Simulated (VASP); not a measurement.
Hf, 2 atoms in the cell. The structure is orthorhombic, space group Cmcm (No. 63). The conventional cell has a = 3.047 Å, b = 10.156 Å, c = 3.079 Å, α = 90.00°, β = 90.00°, γ = 90.00°. Within 4.0 Å of Hf (site symmetry m2m) lie 10 Hf at 3.03 to 3.33 Å. 

```yaml
Program: VASP 6.6.1
Task: single point
Functional: PBE
Potentials_or_basis: VASP PAW PBE potentials, release 64 (Hf_pv)
Cutoff: 520 eV
k_mesh: 6 × 6 × 6
Occupations: gaussian, width 0.1 eV
Spin: no spin polarisation
Dipole_correction: no
Further_INCAR_settings: ALGO = Normal; EDIFF = 1e-06; NBANDS = 17
```

Potentials or basis: VASP PAW PBE potentials, release 64 (Hf_pv).

Launch:

```bash
$ cat potpaw_PBE.64/Hf_pv/POTCAR > POTCAR
$ mpirun -np 1 vasp_std > vasp.out
```

Hardware: 1 thread of AMD EPYC 9R45 96-Core Processor (Zen 5), with other jobs on the host.

**Question.** How long does it take, and how much memory?

**Answer.** It took 35 s on 1 thread of AMD EPYC 9R45 96-Core Processor (Zen 5), with other jobs on the host, peak memory 0.17 GiB. Counts: scf iterations 13, k points 52.
